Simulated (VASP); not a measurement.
# CdTe (Cmcm) in VASP: further runs

The runs below take CdTe through electric field gradients, with PBEsol.

Program: VASP 6.6.1. These are calculated values, not measurements. Logs are shortened: lines on timing, memory, paths and dates and some standing lists are left out, and cuts for length are marked.

### 1 The cell of the first run

Symmetry: Cmcm, No. 63, orthorhombic system. The conventional cell has a = 6.089 Å, b = 6.148 Å, c = 6.050 Å, α = 90.00°, β = 90.00°, γ = 90.00°. Cd (site symmetry m2m) has 6 Te at 3.01 to 3.14 Å and 2 Cd at 4.08 Å within 4.1 Å. Within 4.0 Å of Te (site symmetry m2m) lie 6 Cd at 3.01 to 3.14 Å.

### 2 Electric field gradients, PBEsol (28.31 Å³/atom)

Input file INCAR:

```
SYSTEM = CdTe
PREC = Accurate ; ENCUT = 520
EDIFF = 1E-8 ; ISMEAR = -1
SIGMA = 0.05 ; LREAL = .False.
LASPH = .True. ; NELM = 80
ALGO = Normal ; ISIF = 2
LWAVE = .False. ; LCHARG = .False.
GGA = PS ; LEFG = .True.
NBANDS = 26
```

Input file KPOINTS:

```
Automatic mesh
0
Gamma
  9 9 6
  0 0 0
```

Input file POSCAR:

```
CdTe
1.0
    3.0447179573     -3.0738391863      0.0000000000
    3.0447179573      3.0738391863      0.0000000000
    0.0000000000      0.0000000000      6.0497739093
Cd Te
2 2
Direct
    0.2770300000      0.7229700000      0.7500000000
    0.7229700000      0.2770300000      0.2500000000
    0.7661370000      0.2338630000      0.7500000000
    0.2338630000      0.7661370000      0.2500000000
```

Potentials or basis: VASP PAW PBE potentials, release 64 (Cd, Te).

Command:

```bash
$ cat potpaw_PBE.64/Cd/POTCAR potpaw_PBE.64/Te/POTCAR > POTCAR
$ mpirun -np 1 vasp_std > vasp.out
```

OUTCAR:

```text
SYSTEM = CdTe
   PREC = Accurate
   ENCUT = 520
   EDIFF = 1E-8
   ISMEAR = -1
   LREAL = .False.
   LASPH = .True.
   NELM = 80
   ISIF = 2
   GGA = PS

 ion  position               nearest neighbor table
   1  0.277  0.723  0.750-   3 3.01   4 3.04   4 3.04   3 3.05   3 3.05   3 3.14
   2  0.723  0.277  0.250-   4 3.01   3 3.04   3 3.04   4 3.05   4 3.05   4 3.14
   3  0.766  0.234  0.750-   1 3.01   2 3.04   2 3.04   1 3.05   1 3.05   1 3.14
   4  0.234  0.766  0.250-   2 3.01   1 3.04   1 3.04   2 3.05   2 3.05   2 3.14

  LATTYP: Found a base centered orthorhombic cell.
 ALAT       =     6.0894359146
 B/A-ratio  =     1.0095645079
 C/A-ratio  =     0.9934867522

  Lattice vectors:

 A1 = (   3.0447179573,  -3.0738391863,   0.0000000000)
 A2 = (   3.0447179573,   3.0738391863,   0.0000000000)
 A3 = (   0.0000000000,   0.0000000000,   6.0497739093)

Analysis of symmetry for initial positions (statically):
=====================================================================
 Subroutine PRICEL returns:
 Original cell was already a primitive cell.

 Routine SETGRP: Setting up the symmetry group for a
 base centered orthorhombic supercell.

 Subroutine GETGRP returns: Found  8 space group operations
 (whereof  4 operations were pure point group operations)
 out of a pool of  8 trial point group operations.

The static configuration has the point symmetry C_2h.
 The point group associated with its full space group is D_2h.

Analysis of symmetry for dynamics (positions and initial velocities):
=====================================================================
 Subroutine PRICEL returns:
 Original cell was already a primitive cell.

 Routine SETGRP: Setting up the symmetry group for a
 base centered orthorhombic supercell.

 Subroutine GETGRP returns: Found  8 space group operations
 (whereof  4 operations were pure point group operations)
 out of a pool of  8 trial point group operations.

The dynamic configuration has the point symmetry C_2h.
 The point group associated with its full space group is D_2h.

 Subroutine INISYM returns: Found  8 space group operations
 (whereof  4 operations are pure point group operations),
 and found     1 'primitive' translations

----------------------------------------------------------------------------------------

                                     Primitive cell

  volume of cell :     113.2393

  direct lattice vectors                    reciprocal lattice vectors
     3.044717957 -3.073839186  0.000000000     0.164218823 -0.162663031  0.000000000
     3.044717957  3.073839186  0.000000000     0.164218823  0.162663031  0.000000000
     0.000000000  0.000000000  6.049773909     0.000000000  0.000000000  0.165295433

  length of vectors
     4.326522250  4.326522250  6.049773909     0.231142994  0.231142994  0.165295433

  position of ions in fractional coordinates (direct lattice)
     0.277030000  0.722970000  0.750000000
     0.722970000  0.277030000  0.250000000
     0.766137000  0.233863000  0.750000000
     0.233863000  0.766137000  0.250000000

  ion indices of the primitive-cell ions
   primitive index   ion index
                 1           1
                 2           2
                 3           3
                 4           4

----------------------------------------------------------------------------------------

 KPOINTS: Automatic mesh

Automatic generation of k-mesh.
 Grid dimensions read from file:
 generate k-points for:    9    9    6

 Generating k-lattice:

  Cartesian coordinates                     Fractional coordinates (reciprocal lattice)
     0.018246536 -0.018073670  0.000000000     0.111111111  0.000000000  0.000000000
     0.018246536  0.018073670  0.000000000     0.000000000  0.111111111  0.000000000
     0.000000000  0.000000000  0.027549239     0.000000000  0.000000000  0.166666667

  Length of vectors
     0.025682555  0.025682555  0.027549239

  Shift w.r.t. Gamma in fractional coordinates (k-lattice)
     0.000000000  0.000000000  0.000000000

 Subroutine IBZKPT returns following result:
 ===========================================

 Found    100 irreducible k-points:

 Following reciprocal coordinates:
            Coordinates               Weight
  0.000000  0.000000  0.000000      1.000000
  0.111111 -0.000000  0.000000      4.000000
  0.222222  0.000000  0.000000      4.000000
  0.333333  0.000000  0.000000      4.000000
  0.444444  0.000000  0.000000      4.000000
  0.111111  0.111111  0.000000      2.000000
[... 16 lines left out ...]
 -0.333333  0.333333  0.000000      2.000000
  0.444444  0.444444  0.000000      2.000000
 [... further k-points ...]
   k-points           NKPTS =    100   k-points in BZ     NKDIM =    100   number of bands    NBANDS=     26
   number of dos      NEDOS =    301   number of ions     NIONS =      4
   total plane-waves  NPLWV =  49152
   dimension x,y,z NGX =    32 NGY =   32 NGZ =   48
   dimension x,y,z NGXF=    64 NGYF=   64 NGZF=   96
   ions per type =               2   2
   NGX,Y,Z   is equivalent  to a cutoff of  12.30, 12.30, 13.19 a.u.
   NGXF,Y,Z  is equivalent  to a cutoff of  24.59, 24.59, 26.38 a.u.
 SYSTEM =  CdTe
   PREC   = accura    normal or accurate (medium, high low for compatibility)
   ISTART =      0    job   : 0-new  1-cont  2-samecut
   ICHARG =      2    charge: 1-file 2-atom 10-const
   ISPIN  =      1    spin polarized calculation?
   LNONCOLLINEAR =      F non collinear calculations
   LSORBIT =      F    spin-orbit coupling
   LASPH  =      T    aspherical Exc in radial PAW
   ENCUT  =  520.0 eV  38.22 Ry    6.18 a.u.   8.04  8.04 11.25*2*pi/ulx,y,z
   NELM   =     80;   NELMIN=  2; NELMDL= -5     # of ELM steps
   EDIFF  = 0.1E-07   stopping-criterion for ELM
   LREAL  =      F    real-space projection
   EDIFFG = 0.1E-06   stopping-criterion for IOM
   NSW    =      0    number of steps for IOM
   IBRION =     -1    ionic relax: 0-MD 1-quasi-New 2-CG
   NFREE  =      0    steps in history (QN), initial steepest desc. (CG)
   ISIF   =      2    stress and relaxation
   ISYM   =      2    0-nonsym 1-usesym 2-fastsym
   POTIM  = 0.5000    time-step for ionic-motion
   TEBEG  =    0.0;   TEEND  =   0.0 temperature during run
   PSTRESS=    0.0 pullay stress
   NELECT =      36.0000    total number of electrons
   NUPDOWN=      -1.0000    fix difference up-down
   EMIN   =  10.00;   EMAX   =-10.00  energy-range for DOS
   EFERMI =   0.00;   METHOD = LEGACY
   ISMEAR =    -1;   SIGMA  =   0.05  broadening in eV -4-tet -1-fermi 0-gaus
   EFERMI_NEDOS =   21; number of points for ismear=-14 and -15
   IALGO  =     38    algorithm
   IMIX   =      4    mixing-type and parameters
     AMIX     =   0.40;   BMIX     =  1.00
     AMIX_MAG =   1.60;   BMIX_MAG =  1.00
  volume/ion in A,a.u.               =      28.31       191.04
  Fermi-wavevector in a.u.,A,eV,Ry     =   1.117317  2.111424 16.985487  1.248398
  Thomas-Fermi vector in A             =   2.253939
   LORBIT       =      0    0 simple, 1 ext, 2 COOP (PROOUT), +10 PAW based schemes
   GGA     = PS    functional components
   LHFCALC =     F    Hartree Fock is set to
   AEXX    =    0.0000 exact exchange contribution
   IVDW    =     0    specifies the selected vdW correction
   LEPSILON=     F    determine dielectric tensor
   LRPA    =     F    only Hartree local field effects (RPA)
 non-spin polarized calculation
  energy-cutoff  :      520.00
  volume of cell :      113.24
 maximum number of plane-waves:      3082
   NGX = 17   NGY = 17   NGZ = 23

 number of electron      36.0000003 magnetization

 Free energy of the ion-electron system (eV)
  ---------------------------------------------------
  ext. energy  EPLUGINS =         0.00000000
  ---------------------------------------------------
  free energy    TOTEN  =       -10.44825137 eV

  energy without entropy =      -10.43107279  energy(sigma->0) =      -10.43966208

 E-fermi :   3.8142     XC(G=0):  -9.9088

 val. band max:        3.8069297521   @ k =   0.4444   0.0000   0.1667
 cond. band min:       3.8219847753   @ k =  -0.3333   0.3333   0.0000
 fundamental gap:      0.0150550232
 Fermi energy:         3.8141628895

 k-point     1 :       0.0000    0.0000    0.0000
  band No.  band energies     occupation
      1      -7.8093      2.00000
      2      -6.9350      2.00000
      3      -4.4348      2.00000
      4      -4.4185      2.00000
      5      -4.4020      2.00000
      6      -4.3774      2.00000
[... 685 lines left out ...]
     25      13.0117      0.00000
     26      13.1630      0.00000

 [... further k-points ...]
[... 5 lines left out ...]
  --------------------------------------------------------------------------------------
  -------------------------------------------------------------------------------------
  Total       -1.6225901     -1.6618837     -1.3426328      0.0000000     -0.0000000      0.0000000
  in kB      -22.9573652    -23.5133152    -18.9963642      0.0000000     -0.0000000      0.0000000
  external PRESSURE =     -21.8223482 kB  Pullay stress =       0.0000000 kB

 VOLUME and BASIS-vectors are now :
 -----------------------------------------------------------------------------
  energy-cutoff  :      520.00
  volume of cell :      113.24
      direct lattice vectors                 reciprocal lattice vectors
     3.044717957 -3.073839186  0.000000000     0.164218823 -0.162663031  0.000000000
     3.044717957  3.073839186  0.000000000     0.164218823  0.162663031  0.000000000
     0.000000000  0.000000000  6.049773909     0.000000000  0.000000000  0.165295433

 POSITION                                       TOTAL-FORCE (eV/Angst)
 -----------------------------------------------------------------------------------
      3.04472      1.37075      4.53733         0.000000      0.046662     -0.000000
      3.04472     -1.37075      1.51244         0.000000     -0.046662      0.000000
      3.04472     -1.63612      4.53733         0.000000      0.032625      0.000000
      3.04472      1.63612      1.51244         0.000000     -0.032625      0.000000
 -----------------------------------------------------------------------------------
    total drift:                                0.000000      0.000000      0.000000

  FREE ENERGIE OF THE ION-ELECTRON SYSTEM (eV)
  ---------------------------------------------------
  free  energy   TOTEN  =       -10.4482513690 eV

  energy  without entropy=      -10.4310727857  energy(sigma->0) =      -10.43966208

 Electric field gradients (V/A^2)
---------------------------------------------------------------------
 ion       V_xx      V_yy      V_zz      V_xy      V_xz      V_yz
---------------------------------------------------------------------
   1      -0.316     5.226    -4.910     0.000    -0.000    -0.000
   2      -0.316     5.226    -4.910     0.000    -0.000     0.000
   3       7.989    -7.881    -0.108     0.000     0.000     0.000
   4       7.989    -7.881    -0.108    -0.000     0.000     0.000
---------------------------------------------------------------------

 Electric field gradients after diagonalization (V/A^2)
 (convention: |V_zz| > |V_xx| > |V_yy|)
----------------------------------------------------------------------
 ion       V_xx      V_yy      V_zz     asymmetry (V_yy - V_xx)/ V_zz
----------------------------------------------------------------------
   1      -4.910    -0.316     5.226       0.879
   2      -4.910    -0.316     5.226       0.879
   3      -7.881    -0.108     7.989       0.973
   4      -7.881    -0.108     7.989       0.973
----------------------------------------------------------------------

           NMR quadrupolar parameters

 Cq : quadrupolar parameter    Cq=e*Q*V_zz/h
 eta: asymmetry parameters     (V_yy - V_xx)/ V_zz
 Q  : nuclear electric quadrupole moment in mb (millibarn)
----------------------------------------------------------------------
 ion       Cq(MHz)       eta       Q (mb)
----------------------------------------------------------------------
   1       0.013       0.879       1.000
   2       0.013       0.879       1.000
   3       0.019       0.973       1.000
   4       0.019       0.973       1.000
----------------------------------------------------------------------
```

Wall time 3.5 min (1 thread of Intel Xeon Platinum 8488C (Sapphire Rapids), shared host); peak memory 0.39 GiB.

What came out:

```yaml
Free_energy: -10.4483 eV
Pressure: -2.2 GPa
Largest_force: 0.047 eV/Å
Band_gap_on_the_k_mesh: zero (bands 18 and 19 overlap by 1.25 eV)
Largest_electric_field_gradient_by_atom: Cd +5.2; Te +8.0 V/Å²
```

Forces in eV/Å, atoms in the order of the input:
```
Cd   0.000  0.047  0.000
Cd   0.000 -0.047  0.000
Te   0.000  0.033  0.000
Te   0.000 -0.033  0.000
```

Stress tensor (GPa, compression positive):
```
-2.30  0.00  0.00
 0.00 -2.35  0.00
 0.00  0.00 -1.90
```

Electric field gradients, principal values (V/Å²):
| atom | least | middle | greatest (by size) |
| --- | --- | --- | --- |
| 1 Cd | -0.316 | -4.910 | 5.226 |
| 2 Cd | -0.316 | -4.910 | 5.226 |
| 3 Te | -0.108 | -7.881 | 7.989 |
| 4 Te | -0.108 | -7.881 | 7.989 |

Caveat: without QUAD_EFG the Cq values of the log hold for a quadrupole moment of 1 mb, not for the nuclei; the PAW data sets were made with another functional, which shifts forces and pressure a little; spin-orbit coupling is left out, which moves the levels of the heavy elements.

(Continued in part 2 of 3.)
